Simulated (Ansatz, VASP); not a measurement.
# TaMnN2 in VASP and in Ansatz

```
Ta Mn N
1.0
     3.32432    0.00000    0.00000
     0.00000    3.32432    0.00000
     0.00000    0.00000    4.62179
Ta Mn N
1 1 2
Direct
  0.00000 0.00000 0.50000
  0.50000 0.50000 0.00000
  0.50000 0.00000 0.26054
  0.00000 0.50000 0.73946
```

Change from the starting cell: species swapped into the ZnCdS2 type (P-4m2, No. 115).

Alike in both runs: functional PBE; k mesh 6 × 6 × 4; occupations gaussian, width 0.1 eV; collinear spin.

Ansatz relaxed the structure, and its values are those at the end. VASP's run is a single point on that final structure, the one shown.

```csv
,VASP,Ansatz
version,VASP 6.6.1,Ansatz 0.2.0
potentials or method,"VASP PAW PBE potentials, release 64 (Ta_pv, Mn_pv, N), cutoff 520 eV","scalar-relativistic, plane waves, PAW"
valence electrons in the cell,34,38
```

Ansatz gave:

```
gap on the k mesh at the Fermi level (eV)                     : none
pressure (GPa)                                                : 0.0
rms of the force components (eV/Å)                            : 0.001
net moment per atom (μB)                                      : 0.95
size of the moment on the site where the two differ most (μB) : 3.23
```

Question: Estimate VASP's values.

Answer: gap on the k mesh at the Fermi level (eV): none; pressure (GPa): 0.6; rms of the force components (eV/Å): 0.010; net moment per atom (μB): 0.95; size of the moment on the site where the two differ most (μB): 3.60.

Site moments also hang on the region over which each program counts them. A gap of «none» marks a metal or a gap that the smearing closes. VASP's potentials hold 34 valence electrons a cell and Ansatz's 38, so a difference there can come from the potentials and not from the codes.

Spin-orbit coupling is off throughout.
